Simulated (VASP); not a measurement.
Here is a VASP 6.6.1 calculation.

File POSCAR:

```
KBr
1.0
    0.0000000000      3.2101875000      3.2101875000
    3.2925000000     -0.0823125000      3.2925000000
    3.2925000000      3.2925000000     -0.0823125000
K Br
1 1
Direct
    0.0000000000      0.0000000000      0.0000000000
    0.5000000000      0.5000000000      0.5000000000
```

INCAR.step1

```
SYSTEM = KBr
ALGO = Normal ; EDIFF = 1E-4
ENCUT = 520 ; GGA = PE
ISMEAR = 0 ; LASPH = .TRUE.
LCHARG = .FALSE. ; LREAL = .FALSE.
LWAVE = .TRUE. ; NBANDS = 15
NELM = 80 ; PREC = Accurate
SIGMA = 0.05
```

File INCAR.step2:

```
SYSTEM = KBr
ALGO = Normal ; EDIFF = 1E-6
ENCUT = 520 ; ISIF = 2
ISMEAR = 0 ; ISTART = 1
LASPH = .TRUE. ; LCHARG = .FALSE.
LMIXTAU = .TRUE. ; LREAL = .FALSE.
LWAVE = .FALSE. ; METAGGA = R2SCAN
NBANDS = 15 ; NELM = 80
PREC = Accurate ; SIGMA = 0.05
```

Contents of KPOINTS:

```
k-points
0
G
  6 6 6
  0 0 0
```

Potentials or basis: VASP PAW PBE potentials, release 64 (K_sv, Br).

Run with:

```sh
$ cat potpaw_PBE.64/K_sv/POTCAR potpaw_PBE.64/Br/POTCAR > POTCAR
$ cp INCAR.step1 INCAR
$ mpirun -np 1 vasp_std > vasp.out
$ cp INCAR.step2 INCAR
$ mpirun -np 1 vasp_std > vasp.out
```

Q: Predict the band gap on the k mesh.

A: 5.03 eV, direct.

Q: Estimate the pressure.

A: 0.2 GPa.

Stress tensor (GPa, compression positive):
```
0.16 0.00 0.00
0.00 0.18 0.26
0.00 0.26 0.18
```

Caveat: the cell differs from its parent crystal (strain -0.0500 x Voigt [0, 0, 0, 1, 0, 0]); the PAW data sets were made with another functional, which shifts forces and pressure a little.
